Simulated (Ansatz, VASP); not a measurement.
## InP in VASP and in Ansatz

```
CELL_PARAMETERS angstrom
0.00000 2.93050 2.93050
2.93050 0.00000 2.93050
2.93050 2.93050 0.00000
ATOMIC_POSITIONS crystal
In 0.00000 0.00000 0.00000
P 0.75000 0.75000 0.75000
```

Alike in both runs: task single point; functional PBE; k mesh 4 × 4 × 4; occupations gaussian, width 0.05 eV; no spin polarisation.

|  | VASP | Ansatz |
| --- | --- | --- |
| version | VASP 6.6.1 | Ansatz 0.2.0 |
| potentials or method | VASP PAW PBE potentials, release 64 (In_d, P), cutoff 520 eV | scalar-relativistic, plane waves, PAW |
| valence electrons in the cell | 18 | 18 |

|  | VASP | Ansatz | Ansatz less VASP |
| --- | --- | --- | --- |
| gap on the k mesh at the Fermi level (eV) | 0.70 | 0.70 | +0.004 |
| least direct gap on the mesh (eV) | 0.70 | 0.70 | +0.004 |
| pressure (GPa) | 3.5 | 3.5 | +0.06 |

The k mesh is coarse, so the values compare programs but aren't converged.
